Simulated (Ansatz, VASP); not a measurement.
## ZnSiP2 in VASP and in Ansatz

```
CELL_PARAMETERS angstrom
-2.73940 2.73940 5.33261
2.73940 -2.73940 5.33261
2.73940 2.73940 -5.33261
ATOMIC_POSITIONS crystal
Zn 0.75000 0.25000 0.50000
Zn 0.00000 0.00000 0.00000
P 0.14230 0.62500 0.01730
P 0.60770 0.12500 0.98270
P 0.87500 0.85770 0.48270
P 0.37500 0.39230 0.51730
Si 0.25000 0.75000 0.50000
Si 0.50000 0.50000 0.00000
```

Alike in both runs: task single point; functional LDA; k mesh 7 × 7 × 7; occupations fermi-dirac, width 0.05 eV; no spin polarisation.

|  | VASP | Ansatz |
| --- | --- | --- |
| version | VASP 6.6.1 | Ansatz 0.2.0 |
| potentials or method | VASP PAW LDA potentials, release 64 (Zn, P, Si) | Ansatz PAW |
| plane-wave cutoff (eV) | 500 | 420 |
| valence electrons in the cell | 52 | 52 |

Ansatz gave:

| Property | Result |
| --- | --- |
| gap on the k mesh at the Fermi level (eV) | 1.30 |
| least direct gap on the mesh (eV) | 1.30 |
| pressure (GPa) | -7.2 |
| traceless stress, the component that is largest in VASP (GPa) | 0.14 |
| rms of the force components (eV/Å) | 0.038 |

Q: Which values does VASP return?

A: gap on the k mesh at the Fermi level (eV): 1.30; least direct gap on the mesh (eV): 1.30; pressure (GPa): -7.1; traceless stress, the component that is largest in VASP (GPa): 0.13; rms of the force components (eV/Å): 0.028.

LDA's correlation is that of Perdew and Zunger in VASP and of Perdew and Wang (1992) in Ansatz. Atom by atom the forces differ by 0.010 eV/Å (rms over components).

Noted on Ansatz's run: odd divisions of the mesh miss points on the zone boundary, where band edges often lie, so the gap on the mesh can be too wide.
